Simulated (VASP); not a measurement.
# MoS2 (R3m) in VASP: notebook, part 2 of 2

VASP 6.6.1. The steps go on from the part before.

### 5 Single point, r2SCAN

This run uses another cell than the first one, of 16.95 Å³/atom.

The input, POSCAR:

```
MoS2
1.0
    1.5745680250      0.9090772731      5.9191740021
   -1.5745680250      0.9090772731      5.9191740021
    0.0000000000     -1.8181545462      5.9191740021
Mo S
1 2
Direct
    0.0000746437      0.0000746437      0.0000746437
    0.4208916565      0.4208916565      0.4208916565
    0.2460336998      0.2460336998      0.2460336998
```

The input, INCAR.step1:

```
  PREC = Accurate
  ENCUT = 520
  ISMEAR = -1
  SIGMA = 0.05
  LREAL = False
  LASPH = True
  NELM = 60
  NBANDS = 20
  GGA = PE
  ALGO = Normal
  EDIFF = 1E-4
  LWAVE = True
  LCHARG = False
```

The input, INCAR.step2:

```
  PREC = Accurate
  ENCUT = 520
  EDIFF = 1E-7
  ISMEAR = -1
  SIGMA = 0.05
  LREAL = False
  LASPH = True
  NELM = 60
  ALGO = Normal
  ISIF = 2
  LWAVE = False
  LCHARG = False
  METAGGA = R2SCAN
  LMIXTAU = True
  NBANDS = 20
  ISTART = 1
```

The input, KPOINTS:

```
regular mesh
0
Gamma
  10 10 10
```

Potentials or basis: VASP PAW PBE potentials, release 64 (Mo_sv, S).

Command:

```bash
$ cat potpaw_PBE.64/Mo_sv/POTCAR potpaw_PBE.64/S/POTCAR > POTCAR
$ cp INCAR.step1 INCAR
$ mpirun -np 1 vasp_std > vasp.out
$ cp INCAR.step2 INCAR
$ mpirun -np 1 vasp_std > vasp.out
```

OUTCAR:

```text
PREC = Accurate
   ENCUT = 520
   EDIFF = 1E-7
   ISMEAR = -1
   LREAL = False
   LASPH = True
   NELM = 60
   ISIF = 2
   METAGGA = R2SCAN
   ISTART = 1

 ion  position               nearest neighbor table
   1  0.000  0.000  0.000-   3 2.39   3 2.39   3 2.39   2 2.39   2 2.39   2 2.39
   2  0.421  0.421  0.421-   1 2.39   1 2.39   1 2.39
   3  0.246  0.246  0.246-   1 2.39   1 2.39   1 2.39

  LATTYP: Found a trigonal (rhomboedric) cell.
 ALAT       =     6.1921165058
 COS(alpha) =     0.8706773446

  Lattice vectors:

[... 194 lines left out ...]
      6      -5.8169      2.00000
[... 541 lines left out ...]
     19      16.3648      0.00000
     20      17.4945      0.00000

 [... further k-points ...]
[... 5 lines left out ...]
  --------------------------------------------------------------------------------------
  -------------------------------------------------------------------------------------
  Total        1.6170005      1.6170005      1.5873052      0.0000000     -0.0000000      0.0000000
  in kB       50.9619646     50.9619646     50.0260763      0.0000000     -0.0000000      0.0000000
  external PRESSURE =      50.6500018 kB  Pullay stress =       0.0000000 kB

 VOLUME and BASIS-vectors are now :
 -----------------------------------------------------------------------------
  energy-cutoff  :      520.00
  volume of cell :       50.84
      direct lattice vectors                 reciprocal lattice vectors
     1.574568025  0.909077273  5.919174002     0.317547411  0.183336083  0.056314164
    -1.574568025  0.909077273  5.919174002    -0.317547411  0.183336083  0.056314164
     0.000000000 -1.818154546  5.919174002     0.000000000 -0.366672167  0.056314164

 POSITION                                       TOTAL-FORCE (eV/Angst)
 -----------------------------------------------------------------------------------
      0.00000      0.00000      0.00133         0.000000      0.000000      0.000376
      0.00000      0.00000      7.47399         0.000000      0.000000      0.002390
      0.00000      0.00000      4.36895         0.000000     -0.000000     -0.002766
 -----------------------------------------------------------------------------------
    total drift:                                0.000000      0.000000      0.000009

  FREE ENERGIE OF THE ION-ELECTRON SYSTEM (eV)
  ---------------------------------------------------
  free  energy   TOTEN  =       -44.9654276623 eV

  energy  without entropy=      -44.9654256617  energy(sigma->0) =      -44.96542666
```

OSZICAR.step1:

```text
N       E                     dE             d eps       ncg     rms          rms(c)
DAV:   1     0.181130073943E+03    0.18113E+03   -0.13549E+04  4648   0.123E+03
DAV:   2    -0.158611393159E+02   -0.19699E+03   -0.19172E+03  5648   0.318E+02
DAV:   3    -0.230768908771E+02   -0.72158E+01   -0.71457E+01  5716   0.568E+01
DAV:   4    -0.231583640166E+02   -0.81473E-01   -0.81426E-01  5576   0.641E+00
DAV:   5    -0.231595716629E+02   -0.12076E-02   -0.12076E-02  5912   0.763E-01    0.252E+01
DAV:   6    -0.221004467647E+02    0.10591E+01   -0.99603E+00  4904   0.194E+01    0.920E+00
DAV:   7    -0.218420011395E+02    0.25845E+00   -0.36745E+00  4736   0.111E+01    0.613E+00
DAV:   8    -0.217402568856E+02    0.10174E+00   -0.52628E-01  5244   0.448E+00    0.187E+00
DAV:   9    -0.217417289587E+02   -0.14721E-02   -0.20832E-02  5380   0.917E-01    0.653E-01
DAV:  10    -0.217405079938E+02    0.12210E-02   -0.84226E-03  5168   0.613E-01    0.131E-01
DAV:  11    -0.217405257638E+02   -0.17770E-04   -0.41741E-04  5376   0.143E-01
   1 F= -.21740526E+02 E0= -.21740523E+02  d E =-.503777E-05
```

It took 27 min on 1 thread of Intel Xeon 8259CL, shared host; peak memory 0.42 GiB.

What came out:

| Item | Value |
| --- | --- |
| Free energy | -44.9654 eV |
| Pressure | 5.1 GPa |
| Band gap on the k mesh | 0.84 eV (least direct gap 2.10 eV) |

Forces on the atoms (eV/Å):
```
Mo   0.000  0.000  0.000
S    0.000  0.000  0.002
S    0.000  0.000 -0.003
```

Stress tensor (GPa, compression positive):
```
5.10 0.00 0.00
0.00 5.10 0.00
0.00 0.00 5.00
```

Caveat: the cell stands under pressure; the PAW data sets were made with another functional, which shifts forces and pressure a little.

### 6 Single point, r2SCAN

This run uses another cell than the first one, of 17.81 Å³/atom.

The input, POSCAR:

```
MoS2
1.0
    1.5849497847      0.9150711848      6.1405198221
   -1.5849497847      0.9150711848      6.1405198221
    0.0000000000     -1.8301423697      6.1405198221
Mo S
1 2
Direct
    0.0000931018      0.0000931018      0.0000931018
    0.4177199491      0.4177199491      0.4177199491
    0.2491869491      0.2491869491      0.2491869491
```

The input, INCAR.step1:

```
SYSTEM = MoS2
PREC = Accurate ; ENCUT = 520
ISMEAR = -1 ; SIGMA = 0.05
LREAL = .FALSE. ; LASPH = .TRUE.
NELM = 80 ; NBANDS = 20
GGA = PE ; ALGO = Normal
EDIFF = 1E-4 ; LWAVE = .TRUE.
LCHARG = .FALSE.
```

The input, INCAR.step2:

```
SYSTEM = MoS2
PREC = Accurate ; ENCUT = 520
EDIFF = 1E-6 ; ISMEAR = -1
SIGMA = 0.05 ; LREAL = .FALSE.
LASPH = .TRUE. ; NELM = 80
ALGO = Normal ; ISIF = 2
LWAVE = .FALSE. ; LCHARG = .FALSE.
METAGGA = R2SCAN ; LMIXTAU = .TRUE.
NBANDS = 20 ; ISTART = 1
```

The input, KPOINTS:

```
regular mesh
0
G
  10 10 10
  0 0 0
```

Potentials or basis: VASP PAW PBE potentials, release 64 (Mo_sv, S).

Command:

```bash
$ cat potpaw_PBE.64/Mo_sv/POTCAR potpaw_PBE.64/S/POTCAR > POTCAR
$ cp INCAR.step1 INCAR
$ mpirun -np 1 vasp_std > vasp.out
$ cp INCAR.step2 INCAR
$ mpirun -np 1 vasp_std > vasp.out
```

Run time: 25 min. Hardware: 1 thread of Intel Xeon 8259CL, shared host; peak memory 0.43 GiB.

It converged, with:

```yaml
Free_energy: -45.0211 eV
Pressure: 2.1 GPa
Largest_force: 0.006 eV/Å
Band_gap_on_the_k_mesh: 1.05 eV (least direct gap 2.05 eV)
```

Forces in eV/Å, atoms in the order of the input:
```
Mo   0.000  0.000  0.000
S    0.000  0.000  0.006
S    0.000  0.000 -0.006
```

Levels at points of the mesh, in eV from the valence-band top:
```
           k point  band 11  band 12  band 13  band 14  band 15  band 16
(0.00, 0.00, 0.00)    -2.43    -1.34    -1.20     2.14     2.14     2.53
(0.50, 0.00, 0.00)    -2.51    -1.78    -1.53     1.69     2.11     3.61
(0.50, 0.50, 0.00)    -3.10    -1.98    -1.36     1.63     2.24     3.24
(0.50, 0.50, 0.50)    -2.40    -2.40     0.00     2.24     2.24     2.38
```

Caveat: the PAW data sets were made with another functional, which shifts forces and pressure a little.

### 7 The runs side by side

| cell | gap on the mesh (eV) | pressure (GPa) |
| --- | --- | --- |
| a = 5.622 Å, angles 31.2°, 3 atoms, atomic positions A | none | 30.1 |
| a = 5.767 Å, angles 30.8°, 3 atoms, atomic positions B | 0.27 | 20.1 |
| a = 5.993 Å, angles 30.2°, 3 atoms, atomic positions C | 0.61 | 10.0 |
| a = 6.192 Å, angles 29.5°, 3 atoms, atomic positions D | 0.84 | 5.1 |
| a = 6.407 Å, angles 28.6°, 3 atoms, atomic positions E | 1.05 | 2.1 |

Alike in all rows: task single point; level r2SCAN; potentials or basis VASP PAW PBE potentials, release 64 (Mo_sv, S); no spin polarisation; k mesh 10 × 10 × 10; cutoff (eV) 520; smearing fermi-dirac 0.05 eV.

Caveats: the PAW data sets were made with another functional, which shifts forces and pressure a little; the cell stands under pressure (at least some runs).

Total energies depend on the potentials used, so only differences within one code and one set of settings carry meaning.
